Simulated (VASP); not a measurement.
Crystal: CaSi3N2.

```
Ca Si N
1.0
     3.77224    0.00000    0.00000
    -1.88612    3.26686    0.00000
     0.00000    0.00000    7.92327
Ca Si N
1 3 2
Direct
  0.00000 0.00000 0.00000
  0.00000 0.00000 0.50000
  0.33333 0.66667 0.00000
  0.33333 0.66667 0.50000
  0.66667 0.33333 0.24787
  0.66667 0.33333 0.75213
```

The cell was generated, and may not be a known phase.

| Quantity | Value |
| --- | --- |
| Program | VASP 6.6.1 |
| Task | relaxation of cell and atoms |
| Functional | PBE |
| Potentials or basis | VASP PAW PBE potentials, release 64 (Ca_sv, Si, N) |
| Cutoff | 600 eV |
| k mesh | 6 × 6 × 2 |
| Occupations | gaussian, width 0.1 eV |
| Spin | no spin polarisation |

At the start: pressure 11.3 GPa; volume 16.27 Å³/atom.

Where does the relaxation end?

Over 28 steps the energy falls by 1437.2 meV/atom and the volume is 20.09 Å³/atom (+23.5 %); space group P-6m2 (No. 187, to 0.1 Å) before and after.

Step by step:
```csv
step,energy change (eV),largest force (eV/Å),pressure (GPa),volume (Å³)
1,0.0000,1.8594,11.29,97.64
2,-3.1062,0.9263,-8.25,111.91
3,-3.1025,1.0035,-7.35,110.75
4,-3.7238,0.9029,-3.93,99.59
5,-4.0099,0.9802,1.80,89.93
6,-4.0492,1.0971,5.69,85.28
7,-4.5366,1.8887,4.97,83.74
8,-4.3029,2.8788,34.57,76.50
9,-4.7049,2.2157,7.15,81.67
10,-4.7346,2.6821,10.78,80.41
11,-4.7317,3.7462,17.70,78.57
12,-4.8610,3.8669,19.07,78.87
13,-5.1592,2.7261,29.26,79.70
14,-5.5091,0.3702,31.33,81.60
15,-5.5948,3.6846,34.04,82.89
16,-6.2675,3.4670,28.73,86.44
17,-7.6866,4.0383,16.51,97.68
18,-8.2875,10.5901,4.42,122.96
19,-7.7928,8.5080,-8.90,131.72
20,-8.5887,0.0090,-1.85,125.84
21,-8.5901,0.4193,-1.57,125.67
22,-8.5902,0.5757,-1.47,125.61
23,-8.5994,0.5113,-1.24,124.82
24,-8.6179,0.3487,-0.51,122.45
25,-8.6132,0.1440,1.14,117.81
26,-8.6228,0.2710,0.16,120.50
27,-8.6203,0.7599,-0.52,120.68
28,-8.6231,0.0008,-0.02,120.55
```

Final structure:
```
Ca Si N
1.0
     5.17956    0.00000    0.00000
    -2.58978    4.48563    0.00000
     0.00000    0.00000    5.18841
Ca Si N
1 3 2
Direct
  0.00000 0.00000 0.00000
  0.00000 0.00000 0.50000
  0.33333 0.66667 0.00000
  0.33333 0.66667 0.50000
  0.66667 0.33333 0.10977
  0.66667 0.33333 0.89023
```

Caveat: the k points lie up to 0.61 Å⁻¹ apart in the final cell, too coarse for converged energies and pressures of a metal; the volume moved by over 15 % at a fixed basis, so the end points are rough.
